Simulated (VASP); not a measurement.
A run of VASP 6.6.1:

Contents of POSCAR:

```
B33N32
1.0
    7.2115910000      0.0000000000      0.0000000000
    0.0000000000      7.2115910000      0.0000000000
    0.0000000000      0.0000000000      7.2115910000
B N
33 32
Direct
    0.9997000000      0.9996720000      0.9991760000
    0.9994090000      0.9993800000      0.5011250000
    0.9994070000      0.5016220000      0.9988840000
    0.9998820000      0.5055820000      0.5050890000
    0.5016490000      0.9993800000      0.9988830000
    0.5056160000      0.9998520000      0.5050930000
    0.5056160000      0.5055860000      0.9993570000
    0.4577680000      0.4577400000      0.4572460000
    0.2472200000      0.2471910000      0.9949320000
    0.2469100000      0.2468900000      0.5317060000
    0.2523290000      0.7539110000      0.9978840000
    0.2518890000      0.7555770000      0.5029350000
    0.7539370000      0.2523000000      0.9978850000
    0.7556040000      0.2518580000      0.5029350000
    0.7517290000      0.7517000000      0.0000760000
    0.7486900000      0.7486610000      0.5059960000
    0.2472160000      0.9954240000      0.2466920000
    0.2523290000      0.9983820000      0.7534150000
    0.2469110000      0.5322040000      0.2463950000
    0.2518880000      0.5034290000      0.7550820000
    0.7539390000      0.9983790000      0.2518060000
    0.7517300000      0.0005730000      0.7512060000
    0.7556050000      0.5034280000      0.2513650000
    0.7486930000      0.5064870000      0.7481700000
    0.9954520000      0.2471900000      0.2466970000
    0.9984080000      0.2523010000      0.7534160000
    0.9984060000      0.7539100000      0.2518040000
    0.0006010000      0.7517000000      0.7512050000
    0.5322310000      0.2468860000      0.2463920000
    0.5034560000      0.2518610000      0.7550830000
    0.5034580000      0.7555770000      0.2513640000
    0.5065150000      0.7486650000      0.7481710000
    0.3210530000      0.3210240000      0.3205170000
    0.1242700000      0.1242430000      0.1237490000
    0.1225810000      0.1225540000      0.6311370000
    0.1225790000      0.6316320000      0.1220600000
    0.1285830000      0.6271840000      0.6266870000
    0.6316610000      0.1225530000      0.1220580000
    0.6272130000      0.1285550000      0.6266930000
    0.6272150000      0.6271850000      0.1280600000
    0.6327410000      0.6327110000      0.6322230000
    0.3717080000      0.3716810000      0.1211650000
    0.3725710000      0.3725440000      0.6376250000
    0.3769540000      0.8771750000      0.1245720000
    0.3774960000      0.8783520000      0.6265530000
    0.8772040000      0.3769250000      0.1245740000
    0.8783800000      0.3774650000      0.6265510000
    0.8763210000      0.8762910000      0.1263640000
    0.8777790000      0.8777510000      0.6264140000
    0.3717080000      0.1216540000      0.3711770000
    0.3769530000      0.1250700000      0.8766810000
    0.3725730000      0.6381190000      0.3720500000
    0.3774950000      0.6270480000      0.8778550000
    0.8772050000      0.1250680000      0.3764310000
    0.8763180000      0.1268600000      0.8757970000
    0.8783780000      0.6270440000      0.3769730000
    0.8777800000      0.6269100000      0.8772550000
    0.1216920000      0.3716730000      0.3711820000
    0.1250990000      0.3769260000      0.8766820000
    0.1250970000      0.8771740000      0.3764280000
    0.1268890000      0.8762910000      0.8757960000
    0.6381480000      0.3725430000      0.3720490000
    0.6270780000      0.3774660000      0.8778570000
    0.6270780000      0.8783480000      0.3769740000
    0.6269380000      0.8777510000      0.8772550000
```

INCAR.step1

```
SYSTEM = B33N32
  ALGO = Normal
  EDIFF = 1E-5
  ENCUT = 520
  GGA = PE
  GGA_COMPAT = .False.
  ISIF = 2
  ISMEAR = -1
  LASPH = .True.
  LREAL = Auto
  LWAVE = .True.
  NBANDS = 168
  NELECT = 258.0
  NELM = 120
  PREC = Accurate
  SIGMA = 0.05
```

Contents of INCAR.step2:

```
SYSTEM = B33N32
  ALGO = Normal
  EDIFF = 1E-6
  ENCUT = 520
  GGA = PE
  GGA_COMPAT = .False.
  HFSCREEN = 0.2079
  ISIF = 2
  ISMEAR = -1
  ISTART = 1
  LASPH = .True.
  LCHARG = .True.
  LELF = .True.
  LHFCALC = .True.
  LREAL = Auto
  LVHAR = .True.
  LWAVE = .False.
  NBANDS = 168
  NELECT = 258.0
  NELM = 120
  PREC = Accurate
  PRECFOCK = Fast
  SIGMA = 0.05
```

Contents of KPOINTS:

```
k-points
0
Gamma
  1 1 1
  0 0 0
```

Potentials or basis: VASP PAW PBE potentials, release 64 (B, N).

Launch:

```bash
$ cat potpaw_PBE.64/B/POTCAR potpaw_PBE.64/N/POTCAR > POTCAR
$ cp INCAR.step1 INCAR
$ mpirun -np 1 vasp_gam > vasp.out
$ cp INCAR.step2 INCAR
$ mpirun -np 1 vasp_gam > vasp.out
```

Hardware: 1 thread of Intel(R) Xeon(R) Platinum 8488C (Sapphire Rapids) (shared host).

Question: Estimate the wall time of this run.

Answer: It took 6.9 min on 1 thread of Intel(R) Xeon(R) Platinum 8488C (Sapphire Rapids) (shared host), peak memory 0.54 GiB. Counts: k points 1.
